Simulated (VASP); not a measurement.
BeS:

```
Be S
1.0
     0.00000    2.43515    2.43515
     2.43515    0.00000    2.43515
     2.43515    2.43515    0.00000
Be S
1 1
Direct
  0.00000 0.00000 0.00000
  0.75000 0.75000 0.75000
```

```yaml
Program: VASP 6.6.1
Task: relaxation of cell and atoms
Functional: PBE
Dispersion: D3(BJ)
Potentials_or_basis: VASP PAW PBE potentials, release 64 (Be, S)
Cutoff: 600 eV
k_mesh: 8 × 8 × 8
Occupations: gaussian, width 0.02 eV
Spin: no spin polarisation
```

At the start: pressure -3.1 GPa; volume 14.44 Å³/atom.

**Question.** Where does the relaxation end?

**Answer.** Over 3 steps the energy falls by 4.7 meV/atom and the volume is 13.97 Å³/atom (-3.3 %); space group F-43m (No. 216, to 0.05 Å).

The path:
```tsv
step	energy change (eV)	largest force (eV/Å)	pressure (GPa)	volume (Å³)
1	0.0000	0.0000	-3.12	28.88
2	-0.0090	0.0000	0.78	27.72
3	-0.0095	0.0000	0.01	27.93
```

Final structure:
```
Be S
1.0
     0.00000    2.40825    2.40825
     2.40825    0.00000    2.40825
     2.40825    2.40825    0.00000
Be S
1 1
Direct
  0.00000 0.00000 0.00000
  0.75000 0.75000 0.75000
```
